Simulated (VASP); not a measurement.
BeS: relaxation of cell and atoms with PBE

The system is BeS.

```
Be S
1.0
     0.00000    2.32006    2.32006
     2.32006    0.00000    2.32006
     2.32006    2.32006    0.00000
Be S
1 1
Direct
  0.00000 0.00000 0.00000
  0.75000 0.75000 0.75000
```

```json
{
  "Program": "VASP 6.6.1",
  "Task": "relaxation of cell and atoms",
  "Functional": "PBE",
  "Potentials or basis": "VASP PAW PBE potentials, release 64 (Be, S)",
  "Cutoff": "600 eV",
  "k mesh": "5 × 5 × 5",
  "Occupations": "gaussian, width 0.15 eV",
  "Spin": "no spin polarisation",
  "Dipole correction": "no",
  "Further INCAR settings": "ALGO = Normal; EDIFF = 1e-07; IBRION = 2; EDIFFG = -0.08; NSW = 36; ISIF = 3"
}
```

```yaml
Relaxed_volume: 14.50 Å³/atom
Relaxed_cell: a = 3.449 Å, b = 3.449 Å, c = 3.449 Å, α = 60.00°, β = 60.00°, γ = 60.00°
Space_group_after_relaxing_to_0.05_Å: F-43m (No. 216)
Energy_gained_by_relaxing: 104.2 meV/atom
Ionic_steps: 3
Pressure_after_relaxing: 0.1 GPa
Band_gap_on_the_k_mesh: 3.43 eV, indirect (least direct gap 5.67 eV)
```

The path:
| step | energy change (eV) | largest force (eV/Å) | pressure (GPa) | volume (Å³) |
| --- | --- | --- | --- | --- |
| 1 | 0.0000 | 0.0000 | 18.55 | 24.98 |
| 2 | -0.1865 | 0.0000 | -4.36 | 30.58 |
| 3 | -0.2084 | 0.0000 | 0.09 | 29.01 |

Final structure:
```
CELL_PARAMETERS angstrom
0.00000 2.43865 2.43865
2.43865 0.00000 2.43865
2.43865 2.43865 0.00000
ATOMIC_POSITIONS crystal
Be 0.00000 0.00000 0.00000
S 0.75000 0.75000 0.75000
```

Levels at points of the mesh, in eV from the valence-band top:
```csv
k point,band 2,band 3,band 4,band 5,band 6,band 7
"(0.00, 0.00, 0.00)",0.00,0.00,0.00,5.67,5.67,5.67
```

Wall time 9 s on 1 thread of Intel(R) Xeon(R) Platinum 8375C CPU @ 2.90GHz (Ice Lake), on a shared host, peak memory 0.15 GiB.

Caveat: the k points lie up to 0.45 Å⁻¹ apart in the final cell; the volume moved by over 15 % at a fixed basis, so the end points are rough. A k mesh can miss the band edges.
